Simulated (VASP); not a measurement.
SbTe2O3:

```
Sb Te O
1.0
     4.32444    0.00000    0.00000
     0.00000    4.32444    0.00000
     0.00000    0.00000    6.58318
Sb Te O
1 2 3
Direct
  0.00000 0.00000 0.68042
  0.50000 0.00000 0.82755
  0.00000 0.50000 0.82755
  0.50000 0.00000 0.19723
  0.00000 0.50000 0.19723
  0.50000 0.50000 0.56446
```

| Quantity | Value |
| --- | --- |
| Program | VASP 6.6.1 |
| Task | relaxation of cell and atoms |
| Functional | PBE |
| Potentials or basis | VASP PAW PBE potentials, release 64 (Sb, Te, O) |
| Cutoff | 600 eV |
| k mesh | 4 × 4 × 4 |
| Occupations | gaussian, width 0.1 eV |
| Spin | no spin polarisation |

At the start: pressure 28.6 GPa; volume 20.52 Å³/atom.

Task: Where does the relaxation end?

Result: Over 48 steps the energy falls by 2628.0 meV/atom and the volume is 18.85 Å³/atom (-8.1 %); space group P4mm (No. 99, to 0.05 Å).

Step by step:
| step | energy change (eV) | largest force (eV/Å) | pressure (GPa) | volume (Å³) |
| --- | --- | --- | --- | --- |
| 1 | 0.0000 | 13.8849 | 28.57 | 123.11 |
| 3 | -10.1931 | 3.5032 | -8.27 | 171.69 |
| 5 | -0.1990 | 40.8218 | 36.74 | 149.97 |
| 7 | -10.8122 | 1.9357 | -7.09 | 172.21 |
| 9 | -11.0925 | 1.9986 | -4.17 | 168.05 |
| 11 | -11.7859 | 2.2350 | -2.10 | 152.61 |
| 13 | -12.2043 | 2.5155 | 2.97 | 134.20 |
| 15 | -13.9031 | 3.6674 | 0.69 | 122.39 |
| 17 | -14.2225 | 3.7819 | 3.35 | 115.52 |
| 19 | -14.8347 | 1.4512 | 1.79 | 117.29 |
| 21 | -15.0749 | 0.8561 | -4.02 | 120.38 |
| 23 | -15.4637 | 0.4359 | -0.06 | 110.26 |
| 25 | -15.5360 | 0.6888 | 1.72 | 107.10 |
| 27 | -15.5959 | 0.7916 | 4.34 | 103.73 |
| 29 | -15.6955 | 0.3734 | 2.61 | 104.89 |
| 31 | -15.7453 | 0.1600 | -0.73 | 109.46 |
| 33 | -15.7460 | 0.1866 | -0.38 | 108.87 |
| 35 | -15.7481 | 0.0608 | 0.16 | 108.64 |
| 37 | -15.7521 | 0.0474 | 0.15 | 109.08 |
| 39 | -15.7559 | 0.1049 | -0.03 | 110.28 |
| 41 | -15.7601 | 0.0652 | -0.84 | 112.54 |
| 43 | -15.7625 | 0.0508 | -0.75 | 112.79 |
| 45 | -15.7635 | 0.2235 | -0.02 | 113.89 |
| 47 | -15.7666 | 0.0924 | -0.29 | 113.34 |
| 48 | -15.7680 | 0.0386 | -0.16 | 113.10 |

Final structure:
```
CELL_PARAMETERS angstrom
4.65360 0.00000 0.00000
0.00000 4.65360 0.00000
0.00000 0.00000 5.22245
ATOMIC_POSITIONS crystal
Sb 0.00000 0.00000 0.32226
Te 0.50000 0.00000 0.84412
Te 0.00000 0.50000 0.84412
O 0.50000 0.00000 0.22566
O 0.00000 0.50000 0.22566
O 0.50000 0.50000 0.83262
```

Caveat: the k points lie up to 0.34 Å⁻¹ apart in the final cell; an odd number of electrons without spin polarisation forces a metal; a magnetic or distorted state may lie lower.
